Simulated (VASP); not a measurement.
# ZrSn15S32 (a cell with a defect) in VASP: single point with PBE

Aim: the single point of ZrSn15S32 (a cell with a defect) with PBE.

All numbers are computed with VASP 6.6.1; they aren't measurements. Logs are shortened: lines on timing, memory, paths and dates and some standing lists are left out, and cuts for length are marked.

## 1. The cell of the first run

The cell holds a defect, 48 atoms: a = 10.432 Å, b = 10.432 Å, c = 10.432 Å, α = 90.00°, β = 90.00°, γ = 90.00°.

## 2. Single point, PBE

Contents of INCAR:

```
SYSTEM = ZrSn15S32
PREC = Accurate
ENCUT = 520
EDIFF = 1E-6
ISMEAR = -1
SIGMA = 0.01
LREAL = Auto
LASPH = .True.
NELM = 100
ALGO = Normal
ISIF = 2
LWAVE = .False.
LCHARG = .True.
GGA = PE
LELF = .True.
LVHAR = .True.
NBANDS = 237
LUSENCCL = .False.
```

Contents of KPOINTS:

```
Automatic mesh
0
Gamma
  2 2 2
  0 0 0
```

Contents of POSCAR:

```
ZrSn15S32
1.0
   10.4315875000      0.0000000000      0.0000000000
    0.0000000000     10.4315875000      0.0000000000
    0.0000000000      0.0000000000     10.4315875000
Zr Sn S
1 15 32
Direct
    0.6250000000      0.3750000000      0.3750000000
    0.1250000000      0.8750000000      0.3750000000
    0.1250000000      0.3750000000      0.8750000000
    0.6250000000      0.8750000000      0.8750000000
    0.3757631617      0.6242368383      0.3733367501
    0.8742368383      0.1257631617      0.3766632499
    0.8750372660      0.6250372660      0.8750000000
    0.3749627340      0.1249627340      0.8750000000
    0.3757631617      0.3733367501      0.6242368383
    0.8750372660      0.8750000000      0.6250372660
    0.8742368383      0.3766632499      0.1257631617
    0.3749627340      0.8750000000      0.1249627340
    0.6266632499      0.6242368383      0.6242368383
    0.1250000000      0.1249627340      0.6250372660
    0.1250000000      0.6250372660      0.1249627340
    0.6233367501      0.1257631617      0.1257631617
    0.3787366566      0.6212633434      0.6212633434
    0.8764571040      0.1235428960      0.6235645741
    0.8764571040      0.6235645741      0.1235428960
    0.3764354259      0.1235428960      0.1235428960
    0.6240524833      0.3759475167      0.6235654469
    0.1232404406      0.8767595594      0.6235864024
    0.1229671990      0.3770100215      0.1229182676
    0.6229899785      0.8770328010      0.1229182676
    0.6240524833      0.6235654469      0.3759475167
    0.1229671990      0.1229182676      0.3770100215
    0.1232404406      0.6235864024      0.8767595594
    0.6229899785      0.1229182676      0.8770328010
    0.3764345531      0.3759475167      0.3759475167
    0.8770817324      0.8770328010      0.3770100215
    0.8770817324      0.3770100215      0.8770328010
    0.3764135976      0.8767595594      0.8767595594
    0.8735645741      0.6264571040      0.6264571040
    0.3735428960      0.1264354259      0.6264571040
    0.3735428960      0.6264571040      0.1264354259
    0.8712633434      0.1287366566      0.1287366566
    0.6270100215      0.8729671990      0.6270817324
    0.1270328010      0.3729899785      0.6270817324
    0.1267595594      0.8732404406      0.1264135976
    0.6259475167      0.3740524833      0.1264345531
    0.6270100215      0.6270817324      0.8729671990
    0.1267595594      0.1264135976      0.8732404406
    0.1270328010      0.6270817324      0.3729899785
    0.6259475167      0.1264345531      0.3740524833
    0.8735864024      0.8732404406      0.8732404406
    0.3729182676      0.3729899785      0.8729671990
    0.3729182676      0.8729671990      0.3729899785
    0.8735654469      0.3740524833      0.3740524833
```

Potentials or basis: VASP PAW PBE potentials, release 64 (Zr_sv, Sn_d, S).

Run with:

```console
$ cat potpaw_PBE.64/Zr_sv/POTCAR potpaw_PBE.64/Sn_d/POTCAR potpaw_PBE.64/S/POTCAR > POTCAR
$ mpirun -np 1 vasp_std > vasp.out
```

OUTCAR:

```text
SYSTEM = ZrSn15S32
   PREC = Accurate
   ENCUT = 520
   EDIFF = 1E-6
   ISMEAR = -1
   LREAL = Auto
   LASPH = .True.
   NELM = 100
   ISIF = 2
   GGA = PE

 ion  position               nearest neighbor table
   1  0.625  0.375  0.375-  25 2.59  29 2.59  44 2.59  48 2.59  21 2.59  40 2.59   5 3.68   6 3.68
                             9 3.68  11 3.68  13 3.68  16 3.68
   2  0.125  0.875  0.375-  26 2.59  30 2.59  43 2.59  47 2.59  22 2.59  39 2.59  14 3.69  15 3.69
                            10 3.69  12 3.69   5 3.70   6 3.70
   3  0.125  0.375  0.875-  23 2.59  31 2.59  38 2.59  46 2.59  42 2.59  27 2.59  14 3.69  15 3.69
                             7 3.69   8 3.69   9 3.70  11 3.70
   4  0.625  0.875  0.875-  24 2.59  28 2.59  37 2.59  41 2.59  32 2.59  45 2.59  10 3.69  12 3.69
                             7 3.69   8 3.69  13 3.70  16 3.70
   5  0.376  0.624  0.373-  35 2.58  17 2.59  29 2.59  25 2.59  43 2.59  47 2.59   1 3.68  12 3.68
                            15 3.68   2 3.70  13 3.70   9 3.70
   6  0.874  0.126  0.377-  18 2.58  36 2.59  44 2.59  48 2.59  30 2.59  26 2.59   1 3.68  10 3.68
                            14 3.68   2 3.70  11 3.70  16 3.70
   7  0.875  0.625  0.875-  31 2.59  41 2.59  27 2.59  45 2.59  19 2.59  33 2.59  11 3.68  13 3.68
                            10 3.69  15 3.69   3 3.69   4 3.69
   8  0.375  0.125  0.875-  28 2.59  46 2.59  42 2.59  32 2.59  20 2.59  34 2.59   9 3.68  16 3.68
                            14 3.69  12 3.69   3 3.69   4 3.69
   9  0.376  0.373  0.624-  34 2.58  17 2.59  29 2.59  21 2.59  38 2.59  46 2.59   1 3.68  14 3.68
                             8 3.68   3 3.70  13 3.70   5 3.70
  10  0.875  0.875  0.625-  30 2.59  37 2.59  22 2.59  45 2.59  18 2.59  33 2.59  13 3.68   6 3.68
                             7 3.69  14 3.69   2 3.69   4 3.69
  11  0.874  0.377  0.126-  19 2.58  36 2.59  40 2.59  48 2.59  31 2.59  23 2.59   1 3.68  15 3.68
                             7 3.68   3 3.70   6 3.70  16 3.70
[... 40 lines left out ...]
  47  0.373  0.873  0.373-   2 2.59  12 2.59   5 2.59
  48  0.874  0.374  0.374-   6 2.59  11 2.59   1 2.59

  LATTYP: Found a simple cubic cell.
 ALAT       =    10.4315875000

  Lattice vectors:

 A1 = (  10.4315875000,   0.0000000000,   0.0000000000)
 A2 = (   0.0000000000,  10.4315875000,   0.0000000000)
 A3 = (   0.0000000000,   0.0000000000,  10.4315875000)

Analysis of symmetry for initial positions (statically):
=====================================================================
 Subroutine PRICEL returns:
 Original cell was already a primitive cell.

 Routine SETGRP: Setting up the symmetry group for a
 simple cubic supercell.

 Subroutine GETGRP returns: Found 12 space group operations
 (whereof  6 operations were pure point group operations)
 out of a pool of 48 trial point group operations.

The static configuration has the point symmetry C_3v.
 The point group associated with its full space group is D_3d.

Analysis of symmetry for dynamics (positions and initial velocities):
=====================================================================
 Subroutine PRICEL returns:
 Original cell was already a primitive cell.

 Routine SETGRP: Setting up the symmetry group for a
 simple cubic supercell.

 Subroutine GETGRP returns: Found 12 space group operations
 (whereof  6 operations were pure point group operations)
 out of a pool of 48 trial point group operations.

The dynamic configuration has the point symmetry C_3v.
 The point group associated with its full space group is D_3d.

 Subroutine INISYM returns: Found 12 space group operations
 (whereof  6 operations are pure point group operations),
 and found     1 'primitive' translations

----------------------------------------------------------------------------------------

                                     Primitive cell

  volume of cell :    1135.1447

  direct lattice vectors                    reciprocal lattice vectors
    10.431587500  0.000000000  0.000000000     0.095862686  0.000000000  0.000000000
     0.000000000 10.431587500  0.000000000     0.000000000  0.095862686  0.000000000
     0.000000000  0.000000000 10.431587500     0.000000000  0.000000000  0.095862686

  length of vectors
    10.431587500 10.431587500 10.431587500     0.095862686  0.095862686  0.095862686

  position of ions in fractional coordinates (direct lattice)
     0.625000000  0.375000000  0.375000000
     0.125000000  0.875000000  0.375000000
     0.125000000  0.375000000  0.875000000
     0.625000000  0.875000000  0.875000000
     0.375763162  0.624236838  0.373336750
     0.874236838  0.125763162  0.376663250
[... 40 lines left out ...]
     0.372918268  0.872967199  0.372989979
     0.873565447  0.374052483  0.374052483

  ion indices of the primitive-cell ions
   primitive index   ion index
                 1           1
                 2           2
                 3           3
                 4           4
                 5           5
                 6           6
[... 40 lines left out ...]
                47          47
                48          48

----------------------------------------------------------------------------------------

 KPOINTS: Automatic mesh

Automatic generation of k-mesh.
 Grid dimensions read from file:
 generate k-points for:    2    2    2

 Generating k-lattice:

  Cartesian coordinates                     Fractional coordinates (reciprocal lattice)
     0.047931343  0.000000000  0.000000000     0.500000000  0.000000000  0.000000000
     0.000000000  0.047931343  0.000000000     0.000000000  0.500000000  0.000000000
     0.000000000  0.000000000  0.047931343     0.000000000  0.000000000  0.500000000

  Length of vectors
     0.047931343  0.047931343  0.047931343

  Shift w.r.t. Gamma in fractional coordinates (k-lattice)
     0.000000000  0.000000000  0.000000000

 Subroutine IBZKPT returns following result:
 ===========================================

 Found      4 irreducible k-points:

 Following reciprocal coordinates:
            Coordinates               Weight
  0.000000  0.000000  0.000000      1.000000
  0.500000  0.000000  0.000000      3.000000
  0.500000  0.500000  0.000000      3.000000
  0.500000  0.500000  0.500000      1.000000
   k-points           NKPTS =      4   k-points in BZ     NKDIM =      4   number of bands    NBANDS=    237
   number of dos      NEDOS =    301   number of ions     NIONS =     48
   total plane-waves  NPLWV = 512000
   dimension x,y,z NGX =    80 NGY =   80 NGZ =   80
   dimension x,y,z NGXF=   160 NGYF=  160 NGZF=  160
   ions per type =               1  15  32
   NGX,Y,Z   is equivalent  to a cutoff of  12.75, 12.75, 12.75 a.u.
   NGXF,Y,Z  is equivalent  to a cutoff of  25.50, 25.50, 25.50 a.u.
 SYSTEM =  ZrSn15S32
   PREC   = accura    normal or accurate (medium, high low for compatibility)
   ISTART =      0    job   : 0-new  1-cont  2-samecut
   ICHARG =      2    charge: 1-file 2-atom 10-const
   ISPIN  =      1    spin polarized calculation?
   LNONCOLLINEAR =      F non collinear calculations
   LSORBIT =      F    spin-orbit coupling
   LASPH  =      T    aspherical Exc in radial PAW
   ENCUT  =  520.0 eV  38.22 Ry    6.18 a.u.  19.40 19.40 19.40*2*pi/ulx,y,z
   NELM   =    100;   NELMIN=  2; NELMDL= -5     # of ELM steps
   EDIFF  = 0.1E-05   stopping-criterion for ELM
   LREAL  =      T    real-space projection
   EDIFFG = 0.1E-04   stopping-criterion for IOM
   NSW    =      0    number of steps for IOM
[... 5 lines left out ...]
   TEBEG  =    0.0;   TEEND  =   0.0 temperature during run
   PSTRESS=    0.0 pullay stress
   NELECT =     414.0000    total number of electrons
   NUPDOWN=      -1.0000    fix difference up-down
   EMIN   =  10.00;   EMAX   =-10.00  energy-range for DOS
   EFERMI =   0.00;   METHOD = LEGACY
   ISMEAR =    -1;   SIGMA  =   0.01  broadening in eV -4-tet -1-fermi 0-gaus
   EFERMI_NEDOS =   21; number of points for ismear=-14 and -15
   IALGO  =     38    algorithm
   IMIX   =      4    mixing-type and parameters
     AMIX     =   0.40;   BMIX     =  1.00
     AMIX_MAG =   1.60;   BMIX_MAG =  1.00
  volume/ion in A,a.u.               =      23.65       159.59
  Fermi-wavevector in a.u.,A,eV,Ry     =   1.169655  2.210328 18.614041  1.368093
  Thomas-Fermi vector in A             =   2.306125
   LORBIT       =      0    0 simple, 1 ext, 2 COOP (PROOUT), +10 PAW based schemes
   GGA     = PE    functional components
   LHFCALC =     F    Hartree Fock is set to
   AEXX    =    0.0000 exact exchange contribution
   IVDW    =     0    specifies the selected vdW correction
   LEPSILON=     F    determine dielectric tensor
   LRPA    =     F    only Hartree local field effects (RPA)
 non-spin polarized calculation
  energy-cutoff  :      520.00
  volume of cell :     1135.14
 maximum number of plane-waves:     30647
 NGX is ok and might be reduce to    80
   NGX = 39   NGY = 39   NGZ = 39

 number of electron     413.9999811 magnetization

 Free energy of the ion-electron system (eV)
  ---------------------------------------------------
  ext. energy  EPLUGINS =         0.00000000
  ---------------------------------------------------
  free energy    TOTEN  =      -218.56641138 eV

  energy without entropy =     -218.56641138  energy(sigma->0) =     -218.56641138

 E-fermi :   4.4535     XC(G=0):  -9.3831

 val. band max:        4.1760184468   @ k =   0.5000   0.5000   0.0000
 cond. band min:       5.1604069051   @ k =   0.0000   0.0000   0.0000
 fundamental gap:      0.9843884583
 Fermi energy:         4.4534762022

 k-point     1 :       0.0000    0.0000    0.0000
  band No.  band energies     occupation
      1     -44.6869      2.00000
      2     -22.6972      2.00000
      3     -22.6972      2.00000
      4     -22.6949      2.00000
      5     -16.8277      2.00000
      6     -16.8079      2.00000
[... 877 lines left out ...]
    218       6.5856      0.00000
    219       6.5866      0.00000
 [bands above 219 left out]

------------------------ aborting loop because EDIFF is reached ----------------------------------------

  FORCE on cell =-STRESS in cart. coord.  units (eV):
  Direction    XX          YY          ZZ          XY          YZ          ZX
  --------------------------------------------------------------------------------------
  -------------------------------------------------------------------------------------
  Total        8.7077065      8.7077065      8.7077065      0.1207663     -0.1207663      0.1207663
  in kB       12.2903188     12.2903188     12.2903188      0.1704532     -0.1704532      0.1704532
  external PRESSURE =      12.2903188 kB  Pullay stress =       0.0000000 kB

 VOLUME and BASIS-vectors are now :
 -----------------------------------------------------------------------------
  energy-cutoff  :      520.00
  volume of cell :     1135.14
      direct lattice vectors                 reciprocal lattice vectors
    10.431587500  0.000000000  0.000000000     0.095862686  0.000000000  0.000000000
     0.000000000 10.431587500  0.000000000     0.000000000  0.095862686  0.000000000
     0.000000000  0.000000000 10.431587500     0.000000000  0.000000000  0.095862686

 POSITION                                       TOTAL-FORCE (eV/Angst)
 -----------------------------------------------------------------------------------
      6.51974      3.91185      3.91185         0.000000      0.000000     -0.000000
      1.30395      9.12764      3.91185         0.000000      0.000000     -0.000000
      1.30395      3.91185      9.12764         0.000000      0.000000     -0.000000
      6.51974      9.12764      9.12764         0.000000      0.000000     -0.000000
      3.91981      6.51178      3.89449         0.005084     -0.005084     -0.008638
      9.11968      1.31191      3.92920        -0.005084      0.005084      0.008638
[... 40 lines left out ...]
      3.89013      9.10643      3.89088        -0.005353     -0.003953     -0.004397
      9.11267      3.90196      3.90196         0.004545     -0.005511     -0.005511
 -----------------------------------------------------------------------------------
    total drift:                                0.000000      0.000000      0.000000

  FREE ENERGIE OF THE ION-ELECTRON SYSTEM (eV)
  ---------------------------------------------------
  free  energy   TOTEN  =      -218.5664113782 eV

  energy  without entropy=     -218.5664113782  energy(sigma->0) =     -218.56641138
```

It took 1.8 min on 1 × NVIDIA H100 80GB with 1 thread of AMD EPYC 7R13 (Zen 3), shared host; peak memory 2.1 GiB.

What came out:

| Quantity | Value |
| --- | --- |
| Free energy | -218.5664 eV |
| Pressure | 1.2 GPa |
| Largest force | 0.011 eV/Å |
| Band gap on the k mesh | 0.98 eV |

Forces in eV/Å, atoms in the order of the input:
```
Zr   0.000  0.000  0.000
Sn   0.000  0.000  0.000
Sn   0.000  0.000  0.000
Sn   0.000  0.000  0.000
Sn   0.005 -0.005 -0.009
Sn  -0.005  0.005  0.009
Sn   0.007  0.007  0.000
Sn  -0.007 -0.007  0.000
Sn   0.005 -0.009 -0.005
Sn   0.007  0.000  0.007
Sn  -0.005  0.009  0.005
Sn  -0.007  0.000 -0.007
Sn   0.009 -0.005 -0.005
Sn   0.000 -0.007  0.007
Sn   0.000  0.007 -0.007
Sn  -0.009  0.005  0.005
S    0.006 -0.006 -0.006
S    0.004 -0.004  0.000
S    0.004  0.000 -0.004
S    0.000 -0.004 -0.004
S   -0.006  0.006  0.005
S   -0.006  0.006 -0.003
S   -0.004  0.004 -0.005
S   -0.004  0.004 -0.005
S   -0.006  0.005  0.006
S   -0.004 -0.005  0.004
S   -0.006 -0.003  0.006
S   -0.004 -0.005  0.004
S   -0.005  0.006  0.006
S    0.005  0.004  0.004
S    0.005  0.004  0.004
S    0.003  0.006  0.006
S    0.000  0.004  0.004
S   -0.004  0.000  0.004
S   -0.004  0.004  0.000
S   -0.006  0.006  0.006
S    0.004 -0.004  0.005
S    0.004 -0.004  0.005
S    0.006 -0.006  0.003
S    0.006 -0.006 -0.005
S    0.004  0.005 -0.004
S    0.006  0.003 -0.006
S    0.004  0.005 -0.004
S    0.006 -0.005 -0.006
S   -0.003 -0.006 -0.006
S   -0.005 -0.004 -0.004
S   -0.005 -0.004 -0.004
S    0.005 -0.006 -0.006
```

Levels at points of the mesh, in eV from the valence-band top:
| k point | band 204 | band 205 | band 206 | band 207 | band 208 | band 209 | band 210 | band 211 |
| --- | --- | --- | --- | --- | --- | --- | --- | --- |
| (0.00, 0.00, 0.00) | -0.14 | -0.14 | -0.14 | -0.13 | 0.98 | 0.98 | 1.24 | 1.69 |
| (0.50, 0.00, 0.00) | -0.16 | -0.16 | -0.12 | -0.11 | 1.36 | 1.54 | 1.64 | 1.87 |
| (0.50, 0.50, 0.00) | -0.17 | -0.05 | -0.02 | 0.00 | 1.51 | 1.67 | 1.85 | 2.08 |
| (0.50, 0.50, 0.50) | -0.18 | -0.15 | -0.09 | -0.09 | 1.50 | 1.50 | 1.72 | 2.03 |

Caveat: spin-orbit coupling is left out, which moves the levels of the heavy elements.
